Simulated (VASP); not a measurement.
# Bi3H2 (P4/mmm) in VASP: a series of runs

The runs below take Bi3H2 through single point, relaxation of cell and atoms, with PBE.

All numbers are computed with VASP 6.6.1; they aren't measurements. Logs are shortened: lines on timing, memory, paths and dates and some standing lists are left out, and cuts for length are marked.

## Step 1: The cell of the first run

The structure is tetragonal, space group P4/mmm (No. 123). The conventional cell has a = 3.991 Å, b = 3.991 Å, c = 6.711 Å, α = 90.00°, β = 90.00°, γ = 90.00°. Within 2.9 Å of Bi (site symmetry 4mm) lie 2 Bi at 2.18 to 2.27 Å. Bi (site symmetry 4/mmm) has 4 H at 2.00 Å and 2 Bi at 2.27 Å within 2.6 Å. H (site symmetry mmm) has 2 Bi at 2.00 Å within 2.6 Å.

The cell was generated, and may not be a known phase.

## Step 2: Single point, PBE

File INCAR:

```
SYSTEM = Bi3H2
  PREC = Accurate
  ENCUT = 520
  EDIFF = 1E-6
  ISMEAR = 0
  SIGMA = 0.1
  LREAL = .False.
  LASPH = .True.
  NELM = 60
  ALGO = Normal
  ISIF = 2
  LWAVE = .False.
  LCHARG = .False.
  GGA = PE
  NBANDS = 32
```

File KPOINTS:

```
Automatic mesh
0
Gamma
  4 4 4
  0 0 0
```

File POSCAR:

```
Bi3H2
1.0
    3.9914467600      0.0000000000      0.0000000000
    0.0000000000      3.9914467600      0.0000000000
    0.0000000000      0.0000000000      6.7111940800
Bi H
3 2
Direct
    0.5000000000      0.5000000000      0.8378595300
    0.5000000000      0.5000000000      0.1621404700
    0.5000000000      0.5000000000      0.5000000000
    0.0000000000      0.5000000000      0.5000000000
    0.5000000000      0.0000000000      0.5000000000
```

Potentials or basis: VASP PAW PBE potentials, release 64 (Bi_d, H).

Command:

```console
cat potpaw_PBE.64/Bi_d/POTCAR potpaw_PBE.64/H/POTCAR > POTCAR
mpirun -np 1 vasp_std > vasp.out
```

OUTCAR:

```text
SYSTEM = Bi3H2
   PREC = Accurate
   ENCUT = 520
   EDIFF = 1E-6
   ISMEAR = 0
   LREAL = .False.
   LASPH = .True.
   NELM = 60
   ISIF = 2
   GGA = PE

 ion  position               nearest neighbor table
   1  0.500  0.500  0.838-   2 2.18   3 2.27
   2  0.500  0.500  0.162-   1 2.18   3 2.27
   3  0.500  0.500  0.500-   4 2.00   5 2.00   5 2.00   4 2.00   1 2.27   2 2.27
   4  0.000  0.500  0.500-   3 2.00   3 2.00
   5  0.500  0.000  0.500-   3 2.00   3 2.00

  LATTYP: Found a simple tetragonal cell.
 ALAT       =     3.9914467600
 C/A-ratio  =     1.6813938613

  Lattice vectors:

 A1 = (   3.9914467600,   0.0000000000,   0.0000000000)
 A2 = (   0.0000000000,   3.9914467600,   0.0000000000)
 A3 = (   0.0000000000,   0.0000000000,   6.7111940800)

Analysis of symmetry for initial positions (statically):
=====================================================================
 Subroutine PRICEL returns:
 Original cell was already a primitive cell.

 Routine SETGRP: Setting up the symmetry group for a
 simple tetragonal supercell.

 Subroutine GETGRP returns: Found 16 space group operations
 (whereof 16 operations were pure point group operations)
 out of a pool of 16 trial point group operations.

The static configuration has the point symmetry D_4h.

Analysis of symmetry for dynamics (positions and initial velocities):
=====================================================================
 Subroutine PRICEL returns:
 Original cell was already a primitive cell.

 Routine SETGRP: Setting up the symmetry group for a
 simple tetragonal supercell.

 Subroutine GETGRP returns: Found 16 space group operations
 (whereof 16 operations were pure point group operations)
 out of a pool of 16 trial point group operations.

The dynamic configuration has the point symmetry D_4h.

 Subroutine INISYM returns: Found 16 space group operations
 (whereof 16 operations are pure point group operations),
 and found     1 'primitive' translations

----------------------------------------------------------------------------------------

                                     Primitive cell

  volume of cell :     106.9204

  direct lattice vectors                    reciprocal lattice vectors
     3.991446760  0.000000000  0.000000000     0.250535723  0.000000000  0.000000000
     0.000000000  3.991446760  0.000000000     0.000000000  0.250535723  0.000000000
     0.000000000  0.000000000  6.711194080     0.000000000  0.000000000  0.149004780

  length of vectors
     3.991446760  3.991446760  6.711194080     0.250535723  0.250535723  0.149004780

  position of ions in fractional coordinates (direct lattice)
     0.500000000  0.500000000  0.837859530
     0.500000000  0.500000000  0.162140470
     0.500000000  0.500000000  0.500000000
     0.000000000  0.500000000  0.500000000
     0.500000000  0.000000000  0.500000000

  ion indices of the primitive-cell ions
   primitive index   ion index
                 1           1
                 2           2
                 3           3
                 4           4
                 5           5

----------------------------------------------------------------------------------------

 KPOINTS: Automatic mesh

Automatic generation of k-mesh.
 Grid dimensions read from file:
 generate k-points for:    4    4    4

 Generating k-lattice:

  Cartesian coordinates                     Fractional coordinates (reciprocal lattice)
     0.062633931  0.000000000  0.000000000     0.250000000  0.000000000  0.000000000
     0.000000000  0.062633931  0.000000000     0.000000000  0.250000000  0.000000000
     0.000000000  0.000000000  0.037251195     0.000000000  0.000000000  0.250000000

  Length of vectors
     0.062633931  0.062633931  0.037251195

  Shift w.r.t. Gamma in fractional coordinates (k-lattice)
     0.000000000  0.000000000  0.000000000

 Subroutine IBZKPT returns following result:
 ===========================================

 Found     18 irreducible k-points:

 Following reciprocal coordinates:
            Coordinates               Weight
  0.000000  0.000000  0.000000      1.000000
  0.250000  0.000000  0.000000      4.000000
  0.500000  0.000000  0.000000      2.000000
  0.250000  0.250000  0.000000      4.000000
  0.500000  0.250000  0.000000      4.000000
  0.500000  0.500000  0.000000      1.000000
[... 10 lines left out ...]
  0.500000  0.250000  0.500000      4.000000
  0.500000  0.500000  0.500000      1.000000
   k-points           NKPTS =     18   k-points in BZ     NKDIM =     18   number of bands    NBANDS=     32
   number of dos      NEDOS =    301   number of ions     NIONS =      5
   total plane-waves  NPLWV =  45000
   dimension x,y,z NGX =    30 NGY =   30 NGZ =   50
   dimension x,y,z NGXF=    60 NGYF=   60 NGZF=  100
   ions per type =               3   2
   NGX,Y,Z   is equivalent  to a cutoff of  12.50, 12.50, 12.39 a.u.
   NGXF,Y,Z  is equivalent  to a cutoff of  24.99, 24.99, 24.77 a.u.
 SYSTEM =  Bi3H2
   PREC   = accura    normal or accurate (medium, high low for compatibility)
   ISTART =      0    job   : 0-new  1-cont  2-samecut
   ICHARG =      2    charge: 1-file 2-atom 10-const
   ISPIN  =      1    spin polarized calculation?
   LNONCOLLINEAR =      F non collinear calculations
   LSORBIT =      F    spin-orbit coupling
   LASPH  =      T    aspherical Exc in radial PAW
   ENCUT  =  520.0 eV  38.22 Ry    6.18 a.u.   7.42  7.42 12.48*2*pi/ulx,y,z
   NELM   =     60;   NELMIN=  2; NELMDL= -5     # of ELM steps
   EDIFF  = 0.1E-05   stopping-criterion for ELM
   LREAL  =      F    real-space projection
   EDIFFG = 0.1E-04   stopping-criterion for IOM
   NSW    =      0    number of steps for IOM
   IBRION =     -1    ionic relax: 0-MD 1-quasi-New 2-CG
   NFREE  =      0    steps in history (QN), initial steepest desc. (CG)
   ISIF   =      2    stress and relaxation
   ISYM   =      2    0-nonsym 1-usesym 2-fastsym
   POTIM  = 0.5000    time-step for ionic-motion
   TEBEG  =    0.0;   TEEND  =   0.0 temperature during run
   PSTRESS=    0.0 pullay stress
   NELECT =      47.0000    total number of electrons
   NUPDOWN=      -1.0000    fix difference up-down
   EMIN   =  10.00;   EMAX   =-10.00  energy-range for DOS
   EFERMI =   0.00;   METHOD = LEGACY
   ISMEAR =     0;   SIGMA  =   0.10  broadening in eV -4-tet -1-fermi 0-gaus
   EFERMI_NEDOS =   21; number of points for ismear=-14 and -15
   IALGO  =     38    algorithm
   IMIX   =      4    mixing-type and parameters
     AMIX     =   0.40;   BMIX     =  1.00
     AMIX_MAG =   1.60;   BMIX_MAG =  1.00
  volume/ion in A,a.u.               =      21.38       144.31
  Fermi-wavevector in a.u.,A,eV,Ry     =   1.244765  2.352264 21.081402  1.549439
  Thomas-Fermi vector in A             =   2.379017
   LORBIT       =      0    0 simple, 1 ext, 2 COOP (PROOUT), +10 PAW based schemes
   GGA     = PE    functional components
   LHFCALC =     F    Hartree Fock is set to
   AEXX    =    0.0000 exact exchange contribution
   IVDW    =     0    specifies the selected vdW correction
   LEPSILON=     F    determine dielectric tensor
   LRPA    =     F    only Hartree local field effects (RPA)
 non-spin polarized calculation
 Gauss-broadening in eV      SIGMA  =   0.10
  energy-cutoff  :      520.00
  volume of cell :      106.92
 maximum number of plane-waves:      2913
 NGX is ok and might be reduce to    30
   NGX = 15   NGY = 15   NGZ = 25

 number of electron      47.0000027 magnetization

 Free energy of the ion-electron system (eV)
  ---------------------------------------------------
  ext. energy  EPLUGINS =         0.00000000
  ---------------------------------------------------
  free energy    TOTEN  =        -2.49272381 eV

  energy without entropy =       -2.48122913  energy(sigma->0) =       -2.48697647

 E-fermi :   6.9648     XC(G=0):  -9.3617

 val. band max:        6.9556195478   @ k =   0.5000   0.2500   0.5000
 cond. band min:       7.0245029317   @ k =   0.2500   0.0000   0.2500
 fundamental gap:      0.0688833838
 Fermi energy:         6.9648219453

 k-point     1 :       0.0000    0.0000    0.0000
  band No.  band energies     occupation
      1     -20.7788      2.00000
      2     -18.0818      2.00000
      3     -18.0818      2.00000
      4     -17.9606      2.00000
      5     -17.9606      2.00000
      6     -17.2122      2.00000
[... 24 lines left out ...]
     31      12.0290      0.00000
     32      12.8575      0.00000

 k-point     2 :       0.2500    0.0000    0.0000
  band No.  band energies     occupation
      1     -20.7782      2.00000
      2     -18.0891      2.00000
      3     -18.0813      2.00000
      4     -17.9686      2.00000
      5     -17.9601      2.00000
      6     -17.1839      2.00000
[... 24 lines left out ...]
     31      13.5382      0.00000
     32      14.6580      0.00000

 k-point     3 :       0.5000    0.0000    0.0000
  band No.  band energies     occupation
      1     -20.7776      2.00000
      2     -18.0963      2.00000
      3     -18.0808      2.00000
      4     -17.9764      2.00000
      5     -17.9595      2.00000
      6     -17.1610      2.00000
[... 24 lines left out ...]
     31      13.3609      0.00000
     32      13.4633      0.00000

 k-point     4 :       0.2500    0.2500    0.0000
  band No.  band energies     occupation
      1     -20.7776      2.00000
      2     -18.0886      2.00000
      3     -18.0885      2.00000
      4     -17.9680      2.00000
      5     -17.9679      2.00000
      6     -17.1509      2.00000
[... 24 lines left out ...]
     31      14.2410      0.00000
     32      15.4129      0.00000

 k-point     5 :       0.5000    0.2500    0.0000
  band No.  band energies     occupation
      1     -20.7770      2.00000
      2     -18.0956      2.00000
      3     -18.0879      2.00000
      4     -17.9758      2.00000
      5     -17.9673      2.00000
      6     -17.1237      2.00000
[... 374 lines left out ...]
     31      13.9488      0.00000
     32      14.5467      0.00000

 k-point    16 :       0.2500    0.2500    0.5000
  band No.  band energies     occupation
      1     -19.7472      2.00000
      2     -19.3151      2.00000
      3     -18.5383      2.00000
      4     -18.5382      2.00000
      5     -17.1335      2.00000
      6     -17.0722      2.00000
[... 24 lines left out ...]
     31      13.3827      0.00000
     32      14.4015      0.00000

 k-point    17 :       0.5000    0.2500    0.5000
  band No.  band energies     occupation
      1     -19.7463      2.00000
      2     -19.3128      2.00000
      3     -18.5464      2.00000
      4     -18.5376      2.00000
      5     -17.1017      2.00000
      6     -17.0781      2.00000
[... 24 lines left out ...]
     31      14.5830      0.00000
     32      14.9748      0.00000

 k-point    18 :       0.5000    0.5000    0.5000
  band No.  band energies     occupation
      1     -19.7455      2.00000
      2     -19.3105      2.00000
      3     -18.5457      2.00000
      4     -18.5457      2.00000
      5     -17.0844      2.00000
      6     -17.0688      2.00000
[... 24 lines left out ...]
     31      15.0965      0.00000
     32      15.0965      0.00000

------------------------ aborting loop because EDIFF is reached ----------------------------------------

  FORCE on cell =-STRESS in cart. coord.  units (eV):
  Direction    XX          YY          ZZ          XY          YZ          ZX
  --------------------------------------------------------------------------------------
  -------------------------------------------------------------------------------------
  Total        3.8832429      3.8832429    112.8250318      0.0000000      0.0000000     -0.0000000
  in kB       58.1895040     58.1895040   1690.6572345      0.0000000      0.0000000     -0.0000000
  external PRESSURE =     602.3454142 kB  Pullay stress =       0.0000000 kB

 VOLUME and BASIS-vectors are now :
 -----------------------------------------------------------------------------
  energy-cutoff  :      520.00
  volume of cell :      106.92
      direct lattice vectors                 reciprocal lattice vectors
     3.991446760  0.000000000  0.000000000     0.250535723  0.000000000  0.000000000
     0.000000000  3.991446760  0.000000000     0.000000000  0.250535723  0.000000000
     0.000000000  0.000000000  6.711194080     0.000000000  0.000000000  0.149004780

 POSITION                                       TOTAL-FORCE (eV/Angst)
 -----------------------------------------------------------------------------------
      1.99572      1.99572      5.62304         0.000000     -0.000000     -3.726927
      1.99572      1.99572      1.08816         0.000000      0.000000      3.726927
      1.99572      1.99572      3.35560         0.000000      0.000000      0.000000
      0.00000      1.99572      3.35560         0.000000      0.000000      0.000000
      1.99572      0.00000      3.35560         0.000000      0.000000      0.000000
 -----------------------------------------------------------------------------------
    total drift:                                0.000000      0.000000      0.000000

  FREE ENERGIE OF THE ION-ELECTRON SYSTEM (eV)
  ---------------------------------------------------
  free  energy   TOTEN  =        -2.4927238083 eV

  energy  without entropy=       -2.4812291306  energy(sigma->0) =       -2.48697647
```

It took 40 s on 1 thread of Intel Xeon Platinum 8559C (Emerald Rapids), shared host; peak memory 0.21 GiB.

What came out:

```
Free energy            : -2.4927 eV
Pressure               : 60.2 GPa
Largest force          : 3.727 eV/Å
Band gap on the k mesh : zero (an odd number of electrons rules out a gap without spin polarisation)
```

Forces in eV/Å, atoms in the order of the input:
```
Bi   0.000  0.000 -3.727
Bi   0.000  0.000  3.727
Bi   0.000  0.000  0.000
H    0.000  0.000  0.000
H    0.000  0.000  0.000
```

Stress tensor (GPa, compression positive):
```
  5.82   0.00   0.00
  0.00   5.82   0.00
  0.00   0.00 169.07
```

Caveat: the k points lie up to 0.39 Å⁻¹ apart, too coarse for converged energies and pressures of a metal; spin-orbit coupling is left out, which moves the levels of the heavy elements; forces of over 1 eV/Å act on the atoms, so gaps and moduli don't describe the material at rest.

## Step 3: Single point, PBE

This run uses another cell than the first one, of 29.61 Å³/atom.

File INCAR:

```
  ALGO = Normal
  EDIFF = 1E-6
  ENCUT = 520
  GGA = PE
  ISIF = 2
  ISMEAR = 0
  LASPH = T
  LCHARG = T
  LELF = T
  LREAL = F
  LVHAR = T
  LWAVE = F
  NBANDS = 32
  NELM = 100
  PREC = Accurate
  SIGMA = 0.1
```

File KPOINTS:

```
k-points
0
Gamma
  4 4 4
```

File POSCAR:

```
Bi3H2
1.0
    3.9108942731      0.0000000000      0.0000000000
    0.0000000000      3.9108942731      0.0000000000
    0.0000000000      0.0000000000      9.6793564568
Bi H
3 2
Direct
    0.5000000000      0.5000000000      0.8460056554
    0.5000000000      0.5000000000      0.1539943446
    0.5000000000      0.5000000000      0.5000000000
    0.0000000000      0.5000000000      0.5000000000
    0.5000000000      0.0000000000      0.5000000000
```

Potentials or basis: VASP PAW PBE potentials, release 64 (Bi_d, H).

Command:

```console
cat potpaw_PBE.64/Bi_d/POTCAR potpaw_PBE.64/H/POTCAR > POTCAR
mpirun -np 1 vasp_std > vasp.out
```

OUTCAR:

```text
EDIFF = 1E-6
   ENCUT = 520
   GGA = PE
   ISIF = 2
   ISMEAR = 0
   LASPH = T
   LREAL = F
   NELM = 100
   PREC = Accurate

 ion  position               nearest neighbor table
   1  0.500  0.500  0.846-   2 2.98   3 3.35
   2  0.500  0.500  0.154-   1 2.98   3 3.35
   3  0.500  0.500  0.500-   4 1.96   5 1.96   5 1.96   4 1.96   1 3.35   2 3.35
   4  0.000  0.500  0.500-   3 1.96   3 1.96
   5  0.500  0.000  0.500-   3 1.96   3 1.96

  LATTYP: Found a simple tetragonal cell.
 ALAT       =     3.9108942731
 C/A-ratio  =     2.4749726740

  Lattice vectors:

 A1 = (   3.9108942731,   0.0000000000,   0.0000000000)
 A2 = (   0.0000000000,   3.9108942731,   0.0000000000)
 A3 = (   0.0000000000,   0.0000000000,   9.6793564568)

Analysis of symmetry for initial positions (statically):
=====================================================================
 Subroutine PRICEL returns:
 Original cell was already a primitive cell.

 Routine SETGRP: Setting up the symmetry group for a
 simple tetragonal supercell.

[... 163 lines left out ...]

  energy without entropy =      -15.22112533  energy(sigma->0) =      -15.22474365

 E-fermi :   3.5878     XC(G=0):  -8.2260

 val. band max:        3.5098059739   @ k =   0.2500   0.0000   0.0000
 cond. band min:       3.6203669628   @ k =   0.5000   0.0000   0.0000
 fundamental gap:      0.1105609889
 Fermi energy:         3.5877725619

 k-point     1 :       0.0000    0.0000    0.0000
  band No.  band energies     occupation
      1     -20.0192      2.00000
      2     -19.8379      2.00000
      3     -19.8032      2.00000
      4     -19.7463      2.00000
      5     -19.7463      2.00000
      6     -19.2164      2.00000
[... 619 lines left out ...]
     31       8.2102      0.00000
     32       9.2702      0.00000

------------------------ aborting loop because EDIFF is reached ----------------------------------------

  FORCE on cell =-STRESS in cart. coord.  units (eV):
  Direction    XX          YY          ZZ          XY          YZ          ZX
  --------------------------------------------------------------------------------------
  -------------------------------------------------------------------------------------
  Total       -0.0939102     -0.0939102     -0.0673326      0.0000000     -0.0000000      0.0000000
  in kB       -1.0163064     -1.0163064     -0.7286805      0.0000000     -0.0000000      0.0000000
  external PRESSURE =      -0.9204311 kB  Pullay stress =       0.0000000 kB

 VOLUME and BASIS-vectors are now :
 -----------------------------------------------------------------------------
  energy-cutoff  :      520.00
  volume of cell :      148.05
      direct lattice vectors                 reciprocal lattice vectors
     3.910894273  0.000000000  0.000000000     0.255695994  0.000000000  0.000000000
     0.000000000  3.910894273  0.000000000     0.000000000  0.255695994  0.000000000
     0.000000000  0.000000000  9.679356457     0.000000000  0.000000000  0.103312654

 POSITION                                       TOTAL-FORCE (eV/Angst)
 -----------------------------------------------------------------------------------
      1.95545      1.95545      8.18879         0.000000      0.000000     -0.009963
      1.95545      1.95545      1.49057         0.000000     -0.000000      0.009963
      1.95545      1.95545      4.83968         0.000000      0.000000      0.000000
      0.00000      1.95545      4.83968         0.000000      0.000000      0.000000
      1.95545      0.00000      4.83968         0.000000      0.000000      0.000000
 -----------------------------------------------------------------------------------
    total drift:                                0.000000      0.000000      0.000000

  FREE ENERGIE OF THE ION-ELECTRON SYSTEM (eV)
  ---------------------------------------------------
  free  energy   TOTEN  =       -15.2283619599 eV

  energy  without entropy=      -15.2211253320  energy(sigma->0) =      -15.22474365
```

Run time: 55 s. Hardware: 1 thread of Intel Xeon Platinum 8559C (Emerald Rapids), shared host; peak memory 0.26 GiB.

What came out:

| Item | Value |
| --- | --- |
| Free energy | -15.2284 eV |
| Pressure | -0.1 GPa |
| Largest force | 0.010 eV/Å |
| Band gap on the k mesh | zero (an odd number of electrons rules out a gap without spin polarisation) |

Forces in eV/Å, atoms in the order of the input:
```
Bi   0.000  0.000 -0.010
Bi   0.000  0.000  0.010
Bi   0.000  0.000  0.000
H    0.000  0.000  0.000
H    0.000  0.000  0.000
```

Caveat: the k points lie up to 0.40 Å⁻¹ apart, too coarse for converged energies and pressures of a metal; spin-orbit coupling is left out, which moves the levels of the heavy elements.

(Continued in part 2 of 2.)

The gap in the log of VASP goes by the Fermi energy; the results here count the filled bands.